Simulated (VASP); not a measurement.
# ScAlH6 (P4/mmm) in VASP: settings compared

Aim: see how the results for ScAlH6 move with the level of theory and the settings. Levels: PBEsol, r2SCAN+rVV10. Tasks: single point, relaxation of cell and atoms.

Program: VASP 6.6.1. These are calculated values, not measurements. Logs are shortened: lines on timing, memory, paths and dates and some standing lists are left out, and cuts for length are marked.

## (1) The cell of the first run

It takes space group P4/mmm (No. 123, tetragonal). The conventional cell has a = 3.245 Å, b = 3.245 Å, c = 4.671 Å, α = 90.00°, β = 90.00°, γ = 90.00°. Sc (site symmetry 4/mmm) has 14 H at 2.06 to 2.34 Å within 2.7 Å. H (site symmetry 4/mmm) has 8 H at 1.94 Å and 4 Al at 2.29 Å and 2 Sc at 2.34 Å within 2.6 Å. H (site symmetry 4/mmm) has 8 H at 2.06 Å and 4 Sc at 2.29 Å and 2 Al at 2.34 Å within 2.7 Å. H (site symmetry 2mm) has 10 H at 1.94 to 2.54 Å and 2 Al at 1.94 Å and 2 Sc at 2.06 Å within 2.6 Å. Within 2.6 Å of Al (site symmetry 4/mmm) lie 14 H at 1.94 to 2.34 Å.

## (2) Single point, PBEsol

File INCAR:

```
  PREC = Accurate
  ENCUT = 520
  EDIFF = 1E-6
  ISMEAR = -1
  SIGMA = 0.03
  LREAL = F
  LASPH = T
  NELM = 80
  ALGO = Normal
  ISIF = 2
  LWAVE = F
  LCHARG = F
  GGA = PS
  NBANDS = 20
```

File KPOINTS:

```
regular mesh
0
Gamma
  6 6 4
```

File POSCAR:

```
ScAlH6
1.0
    3.2452082701      0.0000000000      0.0000000000
    0.0000000000      3.2452082701      0.0000000000
    0.0000000000      0.0000000000      4.6712123493
Sc H Al
1 6 1
Direct
    0.5000000000      0.5000000000      0.5000000000
    0.5000000000      0.5000000000      0.0000000000
    0.0000000000      0.0000000000      0.5000000000
    0.0000000000      0.5000000000      0.2279708085
    0.5000000000      0.0000000000      0.7720291915
    0.5000000000      0.0000000000      0.2279708085
    0.0000000000      0.5000000000      0.7720291915
    0.0000000000      0.0000000000      0.0000000000
```

Potentials or basis: VASP PAW PBE potentials, release 64 (Sc_sv, H, Al).

Launch:

```bash
$ cat potpaw_PBE.64/Sc_sv/POTCAR potpaw_PBE.64/H/POTCAR potpaw_PBE.64/Al/POTCAR > POTCAR
$ mpirun -np 1 vasp_std > vasp.out
```

OUTCAR:

```text
PREC = Accurate
   ENCUT = 520
   EDIFF = 1E-6
   ISMEAR = -1
   LREAL = F
   LASPH = T
   NELM = 80
   ISIF = 2
   GGA = PS

 ion  position               nearest neighbor table
   1  0.500  0.500  0.500-   4 2.06   5 2.06   6 2.06   7 2.06   5 2.06   6 2.06   4 2.06   7 2.06
                             8 3.27   8 3.27   8 3.27   8 3.27   8 3.27   8 3.27   8 3.27   8 3.27
   2  0.500  0.500  0.000-
   3  0.000  0.000  0.500-
   4  0.000  0.500  0.228-   8 1.94   8 1.94   1 2.06   1 2.06
   5  0.500  0.000  0.772-   8 1.94   8 1.94   1 2.06   1 2.06
   6  0.500  0.000  0.228-   8 1.94   8 1.94   1 2.06   1 2.06
   7  0.000  0.500  0.772-   8 1.94   8 1.94   1 2.06   1 2.06
   8  0.000  0.000  0.000-   4 1.94   5 1.94   6 1.94   7 1.94   4 1.94   7 1.94   5 1.94   6 1.94
                             1 3.27   1 3.27   1 3.27   1 3.27   1 3.27   1 3.27   1 3.27   1 3.27

  LATTYP: Found a simple tetragonal cell.
 ALAT       =     3.2452082701
 C/A-ratio  =     1.4394183549

  Lattice vectors:

 A1 = (   3.2452082701,   0.0000000000,   0.0000000000)
 A2 = (   0.0000000000,   3.2452082701,   0.0000000000)
 A3 = (   0.0000000000,   0.0000000000,   4.6712123493)

Analysis of symmetry for initial positions (statically):
=====================================================================
 Subroutine PRICEL returns:
 Original cell was already a primitive cell.

 Routine SETGRP: Setting up the symmetry group for a
 simple tetragonal supercell.

 Subroutine GETGRP returns: Found 16 space group operations
 (whereof 16 operations were pure point group operations)
 out of a pool of 16 trial point group operations.

The static configuration has the point symmetry D_4h.

Analysis of symmetry for dynamics (positions and initial velocities):
=====================================================================
 Subroutine PRICEL returns:
 Original cell was already a primitive cell.

 Routine SETGRP: Setting up the symmetry group for a
 simple tetragonal supercell.

 Subroutine GETGRP returns: Found 16 space group operations
 (whereof 16 operations were pure point group operations)
 out of a pool of 16 trial point group operations.

The dynamic configuration has the point symmetry D_4h.

 Subroutine INISYM returns: Found 16 space group operations
 (whereof 16 operations are pure point group operations),
 and found     1 'primitive' translations

----------------------------------------------------------------------------------------

                                     Primitive cell

  volume of cell :      49.1943

  direct lattice vectors                    reciprocal lattice vectors
     3.245208270  0.000000000  0.000000000     0.308146632  0.000000000  0.000000000
     0.000000000  3.245208270  0.000000000     0.000000000  0.308146632  0.000000000
     0.000000000  0.000000000  4.671212349     0.000000000  0.000000000  0.214077187

  length of vectors
     3.245208270  3.245208270  4.671212349     0.308146632  0.308146632  0.214077187

  position of ions in fractional coordinates (direct lattice)
     0.500000000  0.500000000  0.500000000
     0.500000000  0.500000000  0.000000000
     0.000000000  0.000000000  0.500000000
     0.000000000  0.500000000  0.227970808
     0.500000000  0.000000000  0.772029192
     0.500000000  0.000000000  0.227970808
     0.000000000  0.500000000  0.772029192
     0.000000000  0.000000000  0.000000000

  ion indices of the primitive-cell ions
   primitive index   ion index
                 1           1
                 2           2
                 3           3
                 4           4
                 5           5
                 6           6
                 7           7
                 8           8

----------------------------------------------------------------------------------------

 KPOINTS: regular mesh

Automatic generation of k-mesh.
 Grid dimensions read from file:
 generate k-points for:    6    6    4

 Generating k-lattice:

  Cartesian coordinates                     Fractional coordinates (reciprocal lattice)
     0.051357772  0.000000000  0.000000000     0.166666667  0.000000000  0.000000000
     0.000000000  0.051357772  0.000000000     0.000000000  0.166666667  0.000000000
     0.000000000  0.000000000  0.053519297     0.000000000  0.000000000  0.250000000

  Length of vectors
     0.051357772  0.051357772  0.053519297

  Shift w.r.t. Gamma in fractional coordinates (k-lattice)
     0.000000000  0.000000000  0.000000000

 Subroutine IBZKPT returns following result:
 ===========================================

 Found     30 irreducible k-points:

 Following reciprocal coordinates:
            Coordinates               Weight
  0.000000  0.000000  0.000000      1.000000
  0.166667  0.000000  0.000000      4.000000
  0.333333  0.000000  0.000000      4.000000
  0.500000  0.000000  0.000000      2.000000
  0.166667  0.166667  0.000000      4.000000
  0.333333  0.166667  0.000000      8.000000
[... 16 lines left out ...]
  0.333333  0.000000  0.500000      4.000000
  0.500000  0.000000  0.500000      2.000000
 [... further k-points ...]
   k-points           NKPTS =     30   k-points in BZ     NKDIM =     30   number of bands    NBANDS=     20
   number of dos      NEDOS =    301   number of ions     NIONS =      8
   total plane-waves  NPLWV =  20736
   dimension x,y,z NGX =    24 NGY =   24 NGZ =   36
   dimension x,y,z NGXF=    48 NGYF=   48 NGZF=   72
   ions per type =               1   6   1
   NGX,Y,Z   is equivalent  to a cutoff of  12.29, 12.29, 12.81 a.u.
   NGXF,Y,Z  is equivalent  to a cutoff of  24.59, 24.59, 25.62 a.u.
 SYSTEM =  unknown system
   PREC   = accura    normal or accurate (medium, high low for compatibility)
   ISTART =      0    job   : 0-new  1-cont  2-samecut
   ICHARG =      2    charge: 1-file 2-atom 10-const
   ISPIN  =      1    spin polarized calculation?
   LNONCOLLINEAR =      F non collinear calculations
   LSORBIT =      F    spin-orbit coupling
   LASPH  =      T    aspherical Exc in radial PAW
   ENCUT  =  520.0 eV  38.22 Ry    6.18 a.u.   6.03  6.03  8.69*2*pi/ulx,y,z
   NELM   =     80;   NELMIN=  2; NELMDL= -5     # of ELM steps
   EDIFF  = 0.1E-05   stopping-criterion for ELM
   LREAL  =      F    real-space projection
   EDIFFG = 0.1E-04   stopping-criterion for IOM
   NSW    =      0    number of steps for IOM
   IBRION =     -1    ionic relax: 0-MD 1-quasi-New 2-CG
   NFREE  =      0    steps in history (QN), initial steepest desc. (CG)
   ISIF   =      2    stress and relaxation
   ISYM   =      2    0-nonsym 1-usesym 2-fastsym
   POTIM  = 0.5000    time-step for ionic-motion
   TEBEG  =    0.0;   TEEND  =   0.0 temperature during run
   PSTRESS=    0.0 pullay stress
   NELECT =      20.0000    total number of electrons
   NUPDOWN=      -1.0000    fix difference up-down
   EMIN   =  10.00;   EMAX   =-10.00  energy-range for DOS
   EFERMI =   0.00;   METHOD = LEGACY
   ISMEAR =    -1;   SIGMA  =   0.03  broadening in eV -4-tet -1-fermi 0-gaus
   EFERMI_NEDOS =   21; number of points for ismear=-14 and -15
   IALGO  =     38    algorithm
   IMIX   =      4    mixing-type and parameters
     AMIX     =   0.40;   BMIX     =  1.00
     AMIX_MAG =   1.60;   BMIX_MAG =  1.00
  volume/ion in A,a.u.               =       6.15        41.50
  Fermi-wavevector in a.u.,A,eV,Ry     =   1.212774  2.291811 20.011735  1.470821
  Thomas-Fermi vector in A             =   2.348247
   LORBIT       =      0    0 simple, 1 ext, 2 COOP (PROOUT), +10 PAW based schemes
   GGA     = PS    functional components
   LHFCALC =     F    Hartree Fock is set to
   AEXX    =    0.0000 exact exchange contribution
   IVDW    =     0    specifies the selected vdW correction
   LEPSILON=     F    determine dielectric tensor
   LRPA    =     F    only Hartree local field effects (RPA)
 non-spin polarized calculation
  energy-cutoff  :      520.00
  volume of cell :       49.19
 maximum number of plane-waves:      1338
   NGX = 13   NGY = 13   NGZ = 17

 number of electron      19.9999994 magnetization

 Free energy of the ion-electron system (eV)
  ---------------------------------------------------
  ext. energy  EPLUGINS =         0.00000000
  ---------------------------------------------------
  free energy    TOTEN  =       -30.70009462 eV

  energy without entropy =      -30.69737496  energy(sigma->0) =      -30.69873479

 E-fermi :   6.2030     XC(G=0): -11.1288

 val. band max:        6.1027887583   @ k =   0.3333   0.3333   0.0000
 cond. band min:       6.2399095095   @ k =   0.3333   0.1667   0.0000
 fundamental gap:      0.1371207512
 Fermi energy:         6.2030319052

 k-point     1 :       0.0000    0.0000    0.0000
  band No.  band energies     occupation
      1     -43.4607      2.00000
      2     -22.2687      2.00000
      3     -22.0949      2.00000
      4     -22.0949      2.00000
      5      -6.7880      2.00000
      6      -0.7474      2.00000
[... 12 lines left out ...]
     19      16.6275      0.00000
     20      17.4763      0.00000

 k-point     2 :       0.1667    0.0000    0.0000
  band No.  band energies     occupation
      1     -43.4542      2.00000
      2     -22.2575      2.00000
      3     -22.1697      2.00000
      4     -22.0890      2.00000
      5      -6.3872      2.00000
      6      -0.5778      2.00000
[... 12 lines left out ...]
     19      14.5240      0.00000
     20      16.7100      0.00000

 k-point     3 :       0.3333    0.0000    0.0000
  band No.  band energies     occupation
      1     -43.4413      2.00000
      2     -22.3161      2.00000
      3     -22.2348      2.00000
      4     -22.0772      2.00000
      5      -5.2309      2.00000
      6      -1.2553      2.00000
[... 12 lines left out ...]
     19      13.7440      0.00000
     20      15.4569      0.00000

 k-point     4 :       0.5000    0.0000    0.0000
  band No.  band energies     occupation
      1     -43.4349      2.00000
      2     -22.3878      2.00000
      3     -22.2234      2.00000
      4     -22.0713      2.00000
      5      -3.5237      2.00000
      6      -3.3454      2.00000
[... 12 lines left out ...]
     19      13.3280      0.00000
     20      14.4097      0.00000

 k-point     5 :       0.1667    0.1667    0.0000
  band No.  band energies     occupation
      1     -43.4479      2.00000
      2     -22.2464      2.00000
      3     -22.1674      2.00000
      4     -22.1574      2.00000
      5      -5.9934      2.00000
      6      -0.3983      2.00000
[... 12 lines left out ...]
     19      13.8042      0.00000
     20      15.7848      0.00000

 k-point     6 :       0.3333    0.1667    0.0000
  band No.  band energies     occupation
      1     -43.4351      2.00000
      2     -22.3061      2.00000
      3     -22.2241      2.00000
      4     -22.1474      2.00000
      5      -4.8558      2.00000
      6      -0.9641      2.00000
[... 12 lines left out ...]
     19      13.7943      0.00000
     20      15.3366      0.00000

 k-point     7 :       0.5000    0.1667    0.0000
  band No.  band energies     occupation
      1     -43.4287      2.00000
      2     -22.3764      2.00000
      3     -22.2129      2.00000
      4     -22.1402      2.00000
      5      -3.1358      2.00000
      6      -3.0457      2.00000
[... 12 lines left out ...]
     19      13.2977      0.00000
     20      16.2680      0.00000
[... 277 lines left out ...]
 k-point    20 :       0.5000    0.5000    0.2500
  band No.  band energies     occupation
      1     -43.4100      2.00000
      2     -22.3411      2.00000
      3     -22.3411      2.00000
      4     -22.1859      2.00000
      5      -1.0757      2.00000
      6      -1.0757      2.00000
[... 12 lines left out ...]
     19      13.3933      0.00000
     20      13.3933      0.00000

 k-point    21 :       0.0000    0.0000    0.5000
  band No.  band energies     occupation
      1     -43.4604      2.00000
      2     -22.2841      2.00000
      3     -22.0946      2.00000
      4     -22.0946      2.00000
      5      -5.7044      2.00000
      6      -4.0122      2.00000
[... 12 lines left out ...]
     19      12.8951      0.00000
     20      12.8951      0.00000

 k-point    22 :       0.1667    0.0000    0.5000
  band No.  band energies     occupation
      1     -43.4540      2.00000
      2     -22.2718      2.00000
      3     -22.1689      2.00000
      4     -22.0887      2.00000
      5      -5.3806      2.00000
      6      -3.5994      2.00000
[... 12 lines left out ...]
     19      13.8151      0.00000
     20      14.2296      0.00000

 k-point    23 :       0.3333    0.0000    0.5000
  band No.  band energies     occupation
      1     -43.4411      2.00000
      2     -22.3144      2.00000
      3     -22.2470      2.00000
      4     -22.0769      2.00000
      5      -4.4150      2.00000
      6      -2.4654      2.00000
[... 12 lines left out ...]
     19      14.1674      0.00000
     20      15.7336      0.00000

 k-point    24 :       0.5000    0.0000    0.5000
  band No.  band energies     occupation
      1     -43.4346      2.00000
      2     -22.3857      2.00000
      3     -22.2346      2.00000
      4     -22.0709      2.00000
      5      -2.9388      2.00000
      6      -2.6977      2.00000
[... 12 lines left out ...]
     19      15.3019      0.00000
     20      15.6459      0.00000

 [... further k-points ...]
[... 5 lines left out ...]
  --------------------------------------------------------------------------------------
  -------------------------------------------------------------------------------------
  Total        0.0084872      0.0084872      0.0167160      0.0000000     -0.0000000     -0.0000000
  in kB        0.2764143      0.2764143      0.5444121      0.0000000     -0.0000000     -0.0000000
  external PRESSURE =       0.3657469 kB  Pullay stress =       0.0000000 kB

 VOLUME and BASIS-vectors are now :
 -----------------------------------------------------------------------------
  energy-cutoff  :      520.00
  volume of cell :       49.19
      direct lattice vectors                 reciprocal lattice vectors
     3.245208270  0.000000000  0.000000000     0.308146632  0.000000000  0.000000000
     0.000000000  3.245208270  0.000000000     0.000000000  0.308146632  0.000000000
     0.000000000  0.000000000  4.671212349     0.000000000  0.000000000  0.214077187

 POSITION                                       TOTAL-FORCE (eV/Angst)
 -----------------------------------------------------------------------------------
      1.62260      1.62260      2.33561        -0.000000      0.000000      0.000000
      1.62260      1.62260      0.00000        -0.000000      0.000000      0.000000
      0.00000      0.00000      2.33561        -0.000000      0.000000      0.000000
      0.00000      1.62260      1.06490         0.000000      0.000000     -0.009703
      1.62260      0.00000      3.60631         0.000000      0.000000      0.009703
      1.62260      0.00000      1.06490         0.000000      0.000000     -0.009703
      0.00000      1.62260      3.60631        -0.000000     -0.000000      0.009703
      0.00000      0.00000      0.00000        -0.000000      0.000000      0.000000
 -----------------------------------------------------------------------------------
    total drift:                                0.000000      0.000000     -0.000000

  FREE ENERGIE OF THE ION-ELECTRON SYSTEM (eV)
  ---------------------------------------------------
  free  energy   TOTEN  =       -30.7000946240 eV

  energy  without entropy=      -30.6973749565  energy(sigma->0) =      -30.69873479
```

Run time: 10 s. Hardware: 1 thread of Intel Xeon 6975P-C (Granite Rapids), shared host; peak memory 0.16 GiB.

What came out:

```yaml
Free_energy: -30.7001 eV
Pressure: 0.0 GPa
Largest_force: 0.010 eV/Å
Band_gap_on_the_k_mesh: zero (band 10 reaches 7.69 eV, above the bottom of band 11 at 3.29 eV)
```

Forces in eV/Å, atoms in the order of the input:
```
Sc   0.000  0.000  0.000
H    0.000  0.000  0.000
H    0.000  0.000  0.000
H    0.000  0.000 -0.010
H    0.000  0.000  0.010
H    0.000  0.000 -0.010
H    0.000  0.000  0.010
Al   0.000  0.000  0.000
```

Caveat: the PAW data sets were made with another functional, which shifts forces and pressure a little.

## (3) Single point, r2SCAN+rVV10

This run uses another cell than the first one, of 6.10 Å³/atom, 0.992 times its volume.

File POSCAR:

```
ScAlH6
1.0
    3.2283237326      0.0000000000      0.0000000000
    0.0000000000      3.2283237326      0.0000000000
    0.0000000000      0.0000000000      4.6836704661
Sc H Al
1 6 1
Direct
    0.5000000000      0.5000000000      0.5000000000
    0.5000000000      0.5000000000      0.0000000000
    0.0000000000      0.0000000000      0.5000000000
    0.0000000000      0.5000000000      0.2253049535
    0.5000000000      0.0000000000      0.7746950465
    0.5000000000      0.0000000000      0.2253049535
    0.0000000000      0.5000000000      0.7746950465
    0.0000000000      0.0000000000      0.0000000000
```

File INCAR.step1:

```
SYSTEM = ScAlH6
PREC = Accurate ; ENCUT = 520
ISMEAR = -1 ; SIGMA = 0.03
LREAL = .FALSE. ; LASPH = .TRUE.
NELM = 60 ; NBANDS = 20
GGA = PE ; ALGO = Normal
EDIFF = 1E-4 ; LWAVE = .TRUE.
LCHARG = .FALSE.
```

File INCAR.step2:

```
SYSTEM = ScAlH6
PREC = Accurate ; ENCUT = 520
EDIFF = 1E-7 ; ISMEAR = -1
SIGMA = 0.03 ; LREAL = .FALSE.
LASPH = .TRUE. ; NELM = 60
ALGO = Normal ; ISIF = 2
LWAVE = .FALSE. ; LCHARG = .FALSE.
METAGGA = R2SCAN ; LMIXTAU = .TRUE.
LUSE_VDW = .TRUE. ; IVDW_NL = 2
BPARAM = 11.95 ; CPARAM = 0.0093
NBANDS = 20 ; ISTART = 1
```

File KPOINTS:

```
Automatic mesh
0
G
  8 8 6
  0 0 0
```

Potentials or basis: VASP PAW PBE potentials, release 64 (Sc_sv, H, Al).

Launch:

```bash
$ cat potpaw_PBE.64/Sc_sv/POTCAR potpaw_PBE.64/H/POTCAR potpaw_PBE.64/Al/POTCAR > POTCAR
$ cp INCAR.step1 INCAR
$ mpirun -np 1 vasp_std > vasp.out
$ cp INCAR.step2 INCAR
$ mpirun -np 1 vasp_std > vasp.out
```

It took 91 s on 1 thread of Intel Xeon 6975P-C (Granite Rapids), shared host; peak memory 0.29 GiB.

Results (log left out):

```yaml
Free_energy: -38.0897 eV
Pressure: 0.2 GPa
Largest_force: 0.026 eV/Å
Band_gap_on_the_k_mesh: zero (band 10 reaches 8.08 eV, above the bottom of band 11 at 3.64 eV)
```

Forces in eV/Å, atoms in the order of the input:
```
Sc   0.000  0.000  0.000
H    0.000  0.000  0.000
H    0.000  0.000  0.000
H    0.000  0.000 -0.026
H    0.000  0.000  0.026
H    0.000  0.000 -0.026
H    0.000  0.000  0.026
Al   0.000  0.000  0.000
```

Stress tensor (GPa, compression positive):
```
0.14 0.00 0.00
0.00 0.14 0.00
0.00 0.00 0.29
```

Levels at points of the mesh, in eV from the Fermi level:
| k point | band 8 | band 9 | band 10 | band 11 | band 12 | band 13 |
| --- | --- | --- | --- | --- | --- | --- |
| (0.00, 0.00, 0.00) | -5.20 | -0.31 | 1.49 | 1.49 | 2.13 | 2.51 |
| (0.50, 0.00, 0.00) | -4.42 | -3.23 | -2.90 | 0.92 | 1.95 | 3.22 |
| (0.50, 0.50, 0.00) | -6.01 | -5.38 | -5.38 | 0.18 | 1.12 | 3.42 |
| (0.00, 0.00, 0.50) | -3.32 | -2.51 | -0.23 | 0.62 | 0.62 | 2.80 |
| (0.50, 0.00, 0.50) | -6.77 | -0.19 | 0.31 | 0.41 | 1.09 | 1.59 |
| (0.50, 0.50, 0.50) | -5.32 | -4.88 | -4.88 | -2.95 | 1.14 | 2.66 |

Caveat: the PAW data sets were made with another functional, which shifts forces and pressure a little.

[end of part 1 of 2]
